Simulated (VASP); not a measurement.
Wanted: the native input for a VASP 6.6.1 run.

| Property | Result |
| --- | --- |
| Task | single point |
| Functional | PBE |
| Potentials or basis | VASP PAW PBE potentials, release 64 (Cu) |
| Cutoff | 520 eV |
| k mesh | 18 × 18 × 6 |
| Occupations | gaussian, width 0.1 eV |
| Spin | no spin polarisation |
| Dipole correction | no |
| Further INCAR settings | ALGO = Fast; EDIFF = 1e-06; NBANDS = 30 |

The structure of Cu lies in POSCAR:

```
Cu
1.0
    2.5496230298      0.0000000000      0.0000000000
   -1.2748115149      2.2080383139      0.0000000000
    0.0000000000      0.0000000000      8.3305089743
Cu
4
Direct
    0.0000000000      0.0000000000      0.0000000000
    0.3333333333      0.6666666667      0.2500000000
    0.0000000000      0.0000000000      0.5000000000
    0.6666666667      0.3333333333      0.7500000000
```

This isn't the form of Cu at room conditions, which is fcc.

The input as run:

INCAR

```
SYSTEM = Cu
PREC     = Accurate       ! precision mode
ENCUT    = 520            ! plane-wave cutoff, eV
EDIFF    = 1E-6           ! SCF threshold, eV
ISMEAR   = 0              ! smearing method
SIGMA    = 0.1            ! smearing width, eV
LREAL    = .FALSE.        ! projectors in reciprocal space
LASPH    = .TRUE.         ! aspherical terms in the spheres
NELM     = 100            ! most SCF steps
ALGO     = Fast           ! electronic algorithm
ISIF     = 2              ! what is computed and relaxed
LWAVE    = .FALSE.        ! write WAVECAR
LCHARG   = .TRUE.         ! write CHGCAR
GGA      = PE             ! functional
LELF     = .TRUE.         ! ELF
LVHAR    = .TRUE.       
NBANDS   = 30             ! bands
```

KPOINTS

```
Automatic mesh
0
G
  18 18 6
  0 0 0
```

Potentials or basis: VASP PAW PBE potentials, release 64 (Cu).

The run is started by

```sh
$ cat potpaw_PBE.64/Cu/POTCAR > POTCAR
$ mpirun -np 1 vasp_std > vasp.out
```

It gave:

```
Pressure               : 3.6 GPa
Band gap on the k mesh : zero (bands 22 and 23 overlap by 5.18 eV)
```

Caveat: the cell stands under pressure.

It took 3.4 min on 1 thread of Intel(R) Xeon(R) Platinum 8488C (Sapphire Rapids), on a shared host, peak memory 0.26 GiB.
